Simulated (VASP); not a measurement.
Here is a VASP 6.6.1 calculation.

Contents of INCAR:

```
SYSTEM = SnS2
  PREC = Accurate
  ENCUT = 400
  EDIFF = 1E-6
  ISMEAR = 0
  SIGMA = 0.05
  LREAL = .False.
  LASPH = .True.
  NELM = 120
  ALGO = Normal
  ISIF = 2
  LWAVE = .False.
  LCHARG = .False.
  LDIPOL = .True.
  IDIPOL = 3
  DIPOL = 0.5 0.5 0.500
  GGA = PE
  IVDW = 12
  NBANDS = 20
  GGA_COMPAT = .False.
  NELMDL = -8
```

File KPOINTS:

```
Automatic mesh
0
Gamma
  12 12 1
  0 0 0
```

The input POSCAR:

```
SnS2
1.0
    3.5983003400      0.0000000000      0.0000000000
   -1.7991501700      3.1162195100      0.0000000000
    0.0000000000      0.0000000000     22.8997330648
S Sn
2 1
Direct
    0.3333333300      0.6666666700      0.4366863130
    0.6666666700      0.3333333300      0.5633136870
    0.0000000000      0.0000000000      0.5000000000
```

Potentials or basis: VASP PAW PBE potentials, release 64 (S, Sn_d).

The run is started by

```sh
$ cat potpaw_PBE.64/S/POTCAR potpaw_PBE.64/Sn_d/POTCAR > POTCAR
$ mpirun -np 1 vasp_std > vasp.out
```

(1) What does it give for the largest force?

(2) What does it give for the dispersion energy per atom?

## Answers

(1) 0.678 eV/Å.

(2) -0.243 eV.
